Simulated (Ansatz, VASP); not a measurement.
## Ge8N in VASP and in Ansatz

```
Ge N
1.0
     5.62142    0.00000    0.00000
     0.00000   -5.62142    0.00000
     0.00000    0.00000   -5.62142
Ge N
8 1
Direct
  0.50000 0.00000 0.00000
  0.00000 0.50000 0.00000
  0.00000 0.00000 0.50000
  0.50000 0.50000 0.50000
  0.75000 0.75000 0.75000
  0.25000 0.25000 0.75000
  0.25000 0.75000 0.25000
  0.75000 0.25000 0.25000
  0.08333 0.45833 0.79167
```

Alike in both runs: task single point; functional LDA; k mesh 6 × 6 × 6; occupations gaussian, width 0.15 eV; no spin polarisation.

|  | VASP | Ansatz |
| --- | --- | --- |
| version | VASP 6.6.1 | Ansatz 0.2.0 |
| potentials or method | VASP PAW LDA potentials, release 64 (Ge_d, N), cutoff 520 eV | scalar-relativistic, plane waves, PAW |
| valence electrons in the cell | 117 | 117 |

|  | VASP | Ansatz | Ansatz less VASP |
| --- | --- | --- | --- |
| gap on the k mesh at the Fermi level (eV) | none | none | - |
| rms of the force components (eV/Å) | 12.439 | 13.095 | +0.6567 |

Ansatz warns that its potentials were made for another functional, while VASP's fit it. LDA's correlation is that of Perdew and Zunger in VASP and of Perdew and Wang (1992) in Ansatz. Atom by atom the forces differ by 0.675 eV/Å (rms over components). A gap of «none» marks a metal or a gap that the smearing closes.
